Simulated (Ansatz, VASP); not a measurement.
**Two plane-wave programs on LuTlAu4**

```
Lu Tl Au
1.0
     0.00000    5.08192    5.08192
     5.08192    0.00000    5.08192
     5.08192    5.08192    0.00000
Lu Tl Au
1 1 4
Direct
  0.75000 0.75000 0.75000
  0.25000 0.25000 0.25000
  0.90225 0.29326 0.90225
  0.90225 0.90225 0.90225
  0.29326 0.90225 0.90225
  0.90225 0.90225 0.29326
```

Alike in both runs: functional PBE; k mesh 6 × 6 × 6; occupations gaussian, width 0.02 eV; no spin polarisation.

Ansatz relaxed the structure, and its values are those at the end. VASP's run is a single point on that final structure, the one shown.

|  | VASP | Ansatz |
| --- | --- | --- |
| version | VASP 6.6.1 | Ansatz 0.2.0 |
| potentials or method | VASP PAW PBE potentials, release 64 (Lu, Tl_d, Au), cutoff 520 eV | scalar-relativistic, plane waves, PAW |
| valence electrons in the cell | 82 | 114 |

VASP gave:

| Quantity | Value |
| --- | --- |
| gap on the k mesh at the Fermi level (eV) | 0.33 |
| least direct gap on the mesh (eV) | 0.33 |
| pressure (GPa) | 0.0 |
| rms of the force components (eV/Å) | 0.011 |

Q: Which values does Ansatz return?

A: gap on the k mesh at the Fermi level (eV): 0.33; least direct gap on the mesh (eV): 0.33; pressure (GPa): 0.0; rms of the force components (eV/Å): 0.005.

VASP's potentials hold 82 valence electrons a cell and Ansatz's 114, so a difference there can come from the potentials and not from the codes.

Neither program's run includes spin-orbit coupling.
